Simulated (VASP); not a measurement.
# Ba5Na4Al2O10 in VASP: further runs, part 2 of 2

VASP 6.6.1. Earlier steps stand in the parts before.

**3. Single point, PBE**

INCAR reads:

```
SYSTEM = Ba5Na4Al2O10
  ALGO = Normal
  EDIFF = 1E-6
  ENCUT = 520
  GGA = PE
  ISIF = 2
  ISMEAR = -1
  ISYM = 0
  LASPH = .True.
  LCHARG = .False.
  LREAL = Auto
  LWAVE = .False.
  NBANDS = 88
  NELM = 80
  PREC = Accurate
  SIGMA = 0.1172
```

KPOINTS reads:

```
k-points
0
Gamma
  1 1 1
  0 0 0
```

POSCAR reads:

```
Ba5Na4Al2O10
1.0
    6.9327090000     -0.0765500000      0.0671430000
   -0.0765500000      7.2143380000     -0.0554530000
    0.0671430000     -0.0554530000      6.7389310000
Ba O Al Na
5 10 2 4
Direct
    0.7043811048      0.9931297472      0.1589869021
    0.4036494530      0.6485759236      0.8742280112
    0.9673661356      0.7101502069      0.7330486237
    0.4011873599      0.0909322433      0.6683145358
    0.9519858764      0.1613845177      0.6042764153
    0.1851377010      0.1073980965      0.3411155042
    0.7401368571      0.4294283779      0.8483578601
    0.0452505878      0.4721673218      0.4537666040
    0.4441944400      0.6171677685      0.2389735489
    0.2629323518      0.7873120518      0.5701004727
    0.6624572463      0.8591490780      0.7094790000
    0.6719365913      0.2152864094      0.3925698955
    0.3988126683     -0.0397010990     -0.0156575314
    0.0780748513      0.7659206764      0.1671507572
    1.0212821714      0.1059792557      0.9869623118
    0.1767050098     -0.0071787959      0.1296047414
    0.2071136643      0.6462678994      0.3523977707
    0.7266074465      0.5286155390      0.1733246287
    0.0380455345      0.3452392548      0.1336318863
    0.3815098633      0.3443562108      0.2839254280
    0.6737826562      0.4820187494      0.5330481343
```

Potentials or basis: VASP PAW PBE potentials, release 64 (Ba_sv, O, Al, Na_pv).

Run with:

```
> cat potpaw_PBE.64/Ba_sv/POTCAR potpaw_PBE.64/O/POTCAR potpaw_PBE.64/Al/POTCAR potpaw_PBE.64/Na_pv/POTCAR > POTCAR
> mpirun -np 1 vasp_gam > vasp.out
```

OUTCAR:

```text
SYSTEM = Ba5Na4Al2O10
   EDIFF = 1E-6
   ENCUT = 520
   GGA = PE
   ISIF = 2
   ISMEAR = -1
   ISYM = 0
   LASPH = .True.
   LREAL = Auto
   NELM = 80
   PREC = Accurate

 ion  position               nearest neighbor table
   1  0.704  0.993  0.159-  12 2.24  13 2.45  15 2.59  14 3.10  11 3.18   9 3.27  16 3.28  18 3.36
                            19 3.40  20 3.50   5 3.66  16 3.67   2 3.74   3 3.94   4 4.03   4 4.05
   2  0.404  0.649  0.874-  13 2.36   9 2.49  10 2.52  11 2.57   7 2.85  14 3.09  21 3.17  18 3.19
                             3 3.23  16 3.40  17 3.47   4 3.50  20 3.55  19 3.74   1 3.74  17 3.80
   3  0.967  0.710  0.733-  10 2.37  11 2.40   8 2.58   7 2.66  21 2.93  14 3.06  17 3.06   2 3.23
                            15 3.32   5 3.39  18 3.62  16 3.64   1 3.94   2 4.02   5 4.04   4 4.05
   4  0.401  0.091  0.668-  13 2.34  10 2.46  11 2.51   6 2.70  12 2.76  20 3.20   5 3.21  21 3.49
                             2 3.50  16 3.52   5 3.86  16 4.02   1 4.03  17 4.04   1 4.05   3 4.05
   5  0.952  0.161  0.604-   6 2.41  12 2.47   8 2.54  15 2.67   7 2.92  11 3.02  21 3.09   4 3.21
                             3 3.39  19 3.49   1 3.66  16 3.73   4 3.86   3 4.04   1 4.27
   6  0.185  0.107  0.341-  16 1.64  20 2.20   5 2.41   4 2.70
   7  0.740  0.429  0.848-  21 2.22  18 2.29   3 2.66   2 2.85   5 2.92
   8  0.045  0.472  0.454-  17 1.80  19 2.33   5 2.54   3 2.58
   9  0.444  0.617  0.239-  17 1.81  20 2.03  18 2.11   2 2.49   1 3.27
  10  0.263  0.787  0.570-  17 1.82   3 2.37   4 2.46   2 2.52
  11  0.662  0.859  0.709-   3 2.40   4 2.51   2 2.57   5 3.02   1 3.18
  12  0.672  0.215  0.393-  21 2.13   1 2.24  20 2.37   5 2.47   4 2.76
  13  0.399  0.960  0.984-  16 1.83   4 2.34   2 2.36   1 2.45
  14  0.078  0.766  0.167-  16 1.78  17 1.79   3 3.06   2 3.09   1 3.10
  15  0.021  0.106  0.987-  16 1.69  19 1.98   1 2.59   5 2.67   3 3.32
  16  0.177  0.993  0.130-   6 1.64  15 1.69  14 1.78  13 1.83  19 2.74  17 2.95  20 3.06   1 3.28
                             2 3.40   4 3.52   3 3.64   1 3.67   5 3.73   4 4.02
  17  0.207  0.646  0.352-  14 1.79   8 1.80   9 1.81  10 1.82  20 2.55  19 2.85  16 2.95   3 3.06
                             2 3.47   2 3.80   4 4.04
  18  0.727  0.529  0.173-   9 2.11   7 2.29  21 2.47  19 2.56   2 3.19   1 3.36   3 3.62
  19  0.038  0.345  0.134-  15 1.98   8 2.33  18 2.56  20 2.61  16 2.74  17 2.85   1 3.40   5 3.49
                             2 3.74
  20  0.382  0.344  0.284-   9 2.03   6 2.20  12 2.37  17 2.55  19 2.61  16 3.06   4 3.20   1 3.50
                             2 3.55
  21  0.674  0.482  0.533-  12 2.13   7 2.22  18 2.47   3 2.93   5 3.09   2 3.17   4 3.49

[... 148 lines left out ...]

 number of electron     144.0000010 magnetization

 Free energy of the ion-electron system (eV)
  ---------------------------------------------------
  ext. energy  EPLUGINS =         0.00000000
  ---------------------------------------------------
  free energy    TOTEN  =      -112.29747474 eV

  energy without entropy =     -112.29488306  energy(sigma->0) =     -112.29617890

 E-fermi :   3.5187     XC(G=0):  -9.6319

 val. band max:        2.6381488473   @ k =   0.0000   0.0000   0.0000
 cond. band min:       4.3803592627   @ k =   0.0000   0.0000   0.0000
 fundamental gap:      1.7422104154
 Fermi energy:         3.5186799956

 k-point     1 :       0.0000    0.0000    0.0000
  band No.  band energies     occupation
      1     -23.4062      2.00000
      2     -23.1534      2.00000
      3     -23.0678      2.00000
      4     -23.0127      2.00000
      5     -22.7586      2.00000
      6     -21.0698      2.00000
[... 76 lines left out ...]
     83       8.3806      0.00000
     84       8.4998      0.00000
 [bands above 84 left out]

------------------------ aborting loop because EDIFF is reached ----------------------------------------

  FORCE on cell =-STRESS in cart. coord.  units (eV):
  Direction    XX          YY          ZZ          XY          YZ          ZX
  --------------------------------------------------------------------------------------
  -------------------------------------------------------------------------------------
  Total       23.7108072     34.2936009     31.0657149     -4.8161967      2.7142255      4.5918222
  in kB      112.7420682    163.0619933    147.7137793    -22.9004426     12.9058192     21.8335685
  external PRESSURE =     141.1726136 kB  Pullay stress =       0.0000000 kB

 VOLUME and BASIS-vectors are now :
 -----------------------------------------------------------------------------
  energy-cutoff  :      520.00
  volume of cell :      336.95
      direct lattice vectors                 reciprocal lattice vectors
     6.932709000 -0.076550000  0.067143000     0.144274342  0.001519915 -0.001424963
    -0.076550000  7.214338000 -0.055453000     0.001519915  0.138637637  0.001125671
     0.067143000 -0.055453000  6.738931000    -0.001424963  0.001125671  0.148414949

 POSITION                                       TOTAL-FORCE (eV/Angst)
 -----------------------------------------------------------------------------------
      4.81792      7.10204      1.06362         0.410227     -1.762071     -1.159196
      2.80743      4.59967      5.88250         1.465569     -1.370679     -1.058839
      6.70132      5.00856      4.96554        -2.286433     -0.357207      2.553074
      2.81923      0.58824      4.52562         1.790853      0.874076     -1.159263
      6.62806      1.05790      4.12715        -1.705682      0.055281      1.602935
      1.29819      0.74172      2.30523         0.803520      1.574931      1.495118
[... 13 lines left out ...]
      2.63760      2.43935      1.91987         0.550159     -2.259228      0.189853
      4.67003      3.39631      3.61068        -0.206482      0.724731      0.449411
 -----------------------------------------------------------------------------------
    total drift:                               -0.012814      0.007997      0.010707

  FREE ENERGIE OF THE ION-ELECTRON SYSTEM (eV)
  ---------------------------------------------------
  free  energy   TOTEN  =      -112.2974747428 eV

  energy  without entropy=     -112.2948830643  energy(sigma->0) =     -112.29617890
```

OSZICAR:

```text
N       E                     dE             d eps       ncg     rms          rms(c)
DAV:   1     0.199945992667E+04    0.19995E+04   -0.77576E+04   176   0.183E+03
DAV:   2     0.155989081083E+03   -0.18435E+04   -0.17593E+04   208   0.481E+02
DAV:   3    -0.118391457493E+03   -0.27438E+03   -0.26693E+03   192   0.200E+02
DAV:   4    -0.139695838942E+03   -0.21304E+02   -0.21104E+02   240   0.560E+01
DAV:   5    -0.140880730167E+03   -0.11849E+01   -0.11825E+01   264   0.119E+01    0.325E+01
DAV:   6    -0.112528636440E+03    0.28352E+02   -0.13459E+02   240   0.608E+01    0.184E+01
DAV:   7    -0.112907246954E+03   -0.37861E+00   -0.19571E+01   232   0.160E+01    0.891E+00
DAV:   8    -0.112439612624E+03    0.46763E+00   -0.25655E+00   240   0.654E+00    0.390E+00
DAV:   9    -0.112287429785E+03    0.15218E+00   -0.49438E-01   232   0.348E+00    0.134E+00
DAV:  10    -0.112286810841E+03    0.61894E-03   -0.25044E-01   240   0.191E+00    0.509E-01
DAV:  11    -0.112292898957E+03   -0.60881E-02   -0.23523E-02   200   0.647E-01    0.304E-01
DAV:  12    -0.112296565371E+03   -0.36664E-02   -0.83857E-03   200   0.388E-01    0.143E-01
DAV:  13    -0.112297349668E+03   -0.78430E-03   -0.20860E-03   240   0.185E-01    0.664E-02
DAV:  14    -0.112297415958E+03   -0.66290E-04   -0.53218E-04   208   0.996E-02    0.281E-02
DAV:  15    -0.112297470071E+03   -0.54113E-04   -0.17685E-04   224   0.527E-02    0.254E-02
DAV:  16    -0.112297473746E+03   -0.36758E-05   -0.47890E-05   216   0.300E-02    0.134E-02
DAV:  17    -0.112297474409E+03   -0.66285E-06   -0.24878E-05   184   0.194E-02    0.585E-03
DAV:  18    -0.112297474743E+03   -0.33347E-06   -0.51653E-06   184   0.101E-02
   1 F= -.11229747E+03 E0= -.11229618E+03  d E =-.259168E-02
```

Run time: 37 s. Hardware: 1 thread of Intel Xeon Platinum 8559C (Emerald Rapids), shared host; peak memory 0.36 GiB.

Results:

- Free energy: -112.2975 eV
- Pressure: 14.1 GPa
- Largest force: 3.446 eV/Å
- Band gap on the k mesh: 1.74 eV

Forces in eV/Å, atoms in the order of the input:
```
Ba   0.410 -1.762 -1.159
Ba   1.466 -1.371 -1.059
Ba  -2.286 -0.357  2.553
Ba   1.791  0.874 -1.159
Ba  -1.706  0.055  1.603
O    0.804  1.575  1.495
O    0.005  0.136  0.401
O    0.776  0.889 -1.300
O   -0.903 -0.184  1.288
O   -0.208 -0.424 -1.532
O    0.665 -0.027 -0.816
O   -1.070  1.789  0.559
O   -1.548  1.033  2.281
O   -0.504 -1.334 -0.125
O   -0.492 -0.530 -2.557
Al   1.470 -2.141 -1.833
Al   0.920  2.603  0.927
Na   0.754 -0.289 -0.615
Na  -0.687  1.000  0.409
Na   0.550 -2.259  0.190
Na  -0.206  0.725  0.449
```

Levels at points of the mesh, in eV from the valence-band top:
```csv
k point,band 69,band 70,band 71,band 72,band 73,band 74,band 75,band 76
"(0.00, 0.00, 0.00)",-0.58,-0.38,-0.25,0.00,1.74,3.29,3.69,3.88
```

Caveat: the k points lie up to 0.93 Å⁻¹ apart; spin-orbit coupling is left out, which moves the levels of the heavy elements.
